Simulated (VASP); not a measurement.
A run of VASP 6.6.1 is set up as follows.

File INCAR:

```
SYSTEM = MoS2
ALGO = Normal
EDIFF = 1E-7
ENCUT = 520
GGA = PE
ISIF = 2
ISMEAR = 0
IVDW = 12
LASPH = .True.
LCHARG = .False.
LREAL = .False.
LWAVE = .False.
NBANDS = 35
NELM = 80
PREC = Accurate
SIGMA = 0.05
```

File KPOINTS:

```
k-points
0
Gamma
  12 12 4
  0 0 0
```

POSCAR

```
MoS2
1.0
    3.3068000000      0.0000000000      0.0000000000
   -1.6534000000      2.8637728052      0.0000000000
    0.0000000000      0.0000000000     12.7490000000
Mo S
2 4
Direct
    0.6666666667      0.3333333333      0.2501439769
    0.3333333333      0.6666666667      0.7498560231
    0.3333333333      0.6666666667      0.3795985159
    0.6666666667      0.3333333333      0.8793132861
    0.3333333333      0.6666666667      0.1206867139
    0.6666666667      0.3333333333      0.6204014841
```

Potentials or basis: VASP PAW PBE potentials, release 64 (Mo_sv, S).

Launch:

```sh
$ cat potpaw_PBE.64/Mo_sv/POTCAR potpaw_PBE.64/S/POTCAR > POTCAR
$ mpirun -np 1 vasp_std > vasp.out
```

Problem. Predict the band gap on the k mesh.

Solution. 0.90 eV (least direct gap 1.40 eV).

Problem. Predict the dispersion energy per atom.

Solution. -0.375 eV.

Problem. Predict the pressure.

Solution. -16.8 GPa.

Problem. What does it give for the largest force?

Solution. 1.981 eV/Å.

Stress tensor (GPa, compression positive):
```
-15.91   0.00   0.00
  0.00 -15.91   0.00
  0.00   0.00 -18.70
```

Caveat: the cell stands under tension; forces of over 1 eV/Å act on the atoms, so gaps and moduli don't describe the material at rest. A k mesh can miss the band edges.
